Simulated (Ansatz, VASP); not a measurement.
# Two plane-wave programs on Ru

```
Ru
1.0
     2.70595    0.00000    0.00000
    -1.35297    2.34342    0.00000
     0.00000    0.00000    4.25791
Ru
2
Direct
  0.33333 0.66667 0.25000
  0.66667 0.33333 0.75000
```

Alike in both runs: task single point; functional r2SCAN; k mesh 13 × 13 × 8; occupations methfessel-paxton of order 1, width 0.6 eV; no spin polarisation.

```csv
,VASP,Ansatz
version,VASP 6.6.1,Ansatz 0.2.0
potentials or method,"VASP PAW PBE potentials, release 64 (Ru_pv), cutoff 520 eV","plane waves (500 eV) with PAW, scalar-relativistic"
valence electrons in the cell,28,32
```

```csv
,VASP,Ansatz,Ansatz less VASP
pressure (GPa),1.2,-0.4,-1.54
"traceless stress, the component that is largest in VASP (GPa)",0.33,0.21,-0.114
```

VASP's potentials were made for PBE, not for r2SCAN. With one functional, cell and mesh, what is left measures potentials, basis and numerics. VASP's potentials hold 28 valence electrons a cell and Ansatz's 32, so a difference there can come from the potentials and not from the codes.
